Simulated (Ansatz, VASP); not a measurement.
**One calculation of TaN, two programs**

```
CELL_PARAMETERS angstrom
2.92817 0.00000 0.00000
-1.46409 2.53587 0.00000
0.00000 0.00000 2.87336
ATOMIC_POSITIONS crystal
Ta 0.33333 0.66667 0.50000
N 0.00000 0.00000 0.00000
```

Change from the starting cell: volume scaled by 0.99.

Alike in both runs: task single point; functional LDA; k mesh 12 × 12 × 10; occupations fermi-dirac, width 0.02 eV; no spin polarisation.

|  | VASP | Ansatz |
| --- | --- | --- |
| version | VASP 6.6.1 | Ansatz 0.2.0 |
| potentials or method | VASP PAW LDA potentials, release 64 (Ta_pv, N), cutoff 520 eV | all-electron LAPW, scalar-relativistic |

VASP gave:

| Property | Result |
| --- | --- |
| pressure (GPa) | -6.3 |
| traceless stress, the component that is largest in VASP (GPa) | -0.64 |

Question: Which values does Ansatz return?

Answer: Pressure (GPa): -8.1; traceless stress, the component that is largest in VASP (GPa): -0.80.

LDA's correlation is that of Perdew and Zunger in VASP and of Perdew and Wang (1992) in Ansatz. Ansatz ran all-electron here, and VASP with PAW potentials.

Neither program's run includes spin-orbit coupling.
